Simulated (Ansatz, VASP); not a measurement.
# La6N: VASP beside Ansatz

```
La N
1.0
     3.71416    0.00000    0.00000
    -1.85708    3.21656    0.00000
     0.00000    0.00000   18.91398
La N
6 1
Direct
  0.33333 0.66667 0.41797
  0.66667 0.33333 0.58203
  0.33333 0.66667 0.07478
  0.66667 0.33333 0.92522
  0.00000 0.00000 0.73839
  0.00000 0.00000 0.26161
  0.00000 0.00000 0.00000
```

Alike in both runs: functional PBE; k mesh 12 × 12 × 2; occupations gaussian, width 0.1 eV; no spin polarisation.

Ansatz relaxed the structure, and its values are those at the end. VASP's run is a single point on that final structure, the one shown.

|  | VASP | Ansatz |
| --- | --- | --- |
| version | VASP 6.6.1 | Ansatz 0.2.0 |
| potentials or method | VASP PAW PBE potentials, release 64 (La, N), cutoff 520 eV | scalar-relativistic, plane waves, PAW |
| valence electrons in the cell | 71 | 71 |

|  | VASP | Ansatz | Ansatz less VASP |
| --- | --- | --- | --- |
| gap on the k mesh at the Fermi level (eV) | none | none | - |
| pressure (GPa) | 0.0 | 0.0 | -0.02 |
| rms of the force components (eV/Å) | 0.004 | 0.000 | -0.0037 |

A gap of «none» marks a metal or a gap that the smearing closes.

Spin-orbit coupling is off throughout.
